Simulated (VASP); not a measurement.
Mg, 4 atoms in the cell. Symmetry: P6_3/mmc, No. 194, hexagonal system. The conventional cell has a = 3.134 Å, b = 3.134 Å, c = 10.179 Å, α = 90.00°, β = 90.00°, γ = 120.00°. Within 4.1 Å of Mg (site symmetry -6m2) lie 12 Mg at 3.12 to 3.13 Å. Within 4.1 Å of Mg (site symmetry -3m) lie 12 Mg at 3.12 to 3.13 Å. 

* Program: VASP 6.6.1
* Task: single point
* Functional: LDA
* Potentials or basis: VASP PAW LDA potentials, release 64 (Mg)
* Cutoff: 520 eV
* k mesh: 10 × 10 × 3
* Occupations: fermi-dirac, width 0.05 eV
* Spin: no spin polarisation
* Dipole correction: no
* Further INCAR settings: ALGO = Normal; EDIFF = 1e-06; NBANDS = 12

Potentials or basis: VASP PAW LDA potentials, release 64 (Mg).

Run with:

```console
$ cat potpaw_LDA.64/Mg/POTCAR > POTCAR
$ mpirun -np 1 vasp_std > vasp.out
```

Hardware: 1 thread of Intel Xeon 8259CL, with other jobs on the host.

Q: Estimate the wall time of this run.

A: It took 27 s on 1 thread of Intel Xeon 8259CL, on a shared host, peak memory 0.17 GiB. Counts: scf iterations 10, k points 28.
